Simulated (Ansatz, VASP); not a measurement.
# In3B2As: VASP beside Ansatz

```
In B As
1.0
     3.80309    2.19571    4.44482
    -3.80309    2.19571    4.44482
     0.00000   -4.39143    4.44482
In B As
3 2 1
Cartesian
  0.0000 2.1957 4.4448
  -1.9015 -1.0979 4.4448
  1.9015 -1.0979 4.4448
  0.0000 0.0000 4.3885
  0.0000 0.0000 8.9460
  0.0000 0.0000 6.6672
```

Alike in both runs: functional PBE; k mesh 6 × 6 × 6; occupations gaussian, width 0.1 eV; no spin polarisation.

Ansatz relaxed the structure, and its values are those at the end. VASP's run is a single point on that final structure, the one shown.

```csv
,VASP,Ansatz
version,VASP 6.6.1,Ansatz 0.2.0
potentials or method,"VASP PAW PBE potentials, release 64 (In_d, B, As), cutoff 520 eV","scalar-relativistic, plane waves, PAW"
valence electrons in the cell,50,60
```

```csv
,VASP,Ansatz,Ansatz less VASP
gap on the k mesh at the Fermi level (eV),none,none,-
pressure (GPa),0.0,0.0,+0.04
```

A gap of «none» marks a metal or a gap that the smearing closes. VASP's potentials hold 50 valence electrons a cell and Ansatz's 60, so a difference there can come from the potentials and not from the codes. Ansatz's warnings: xc potential rough in thin density.
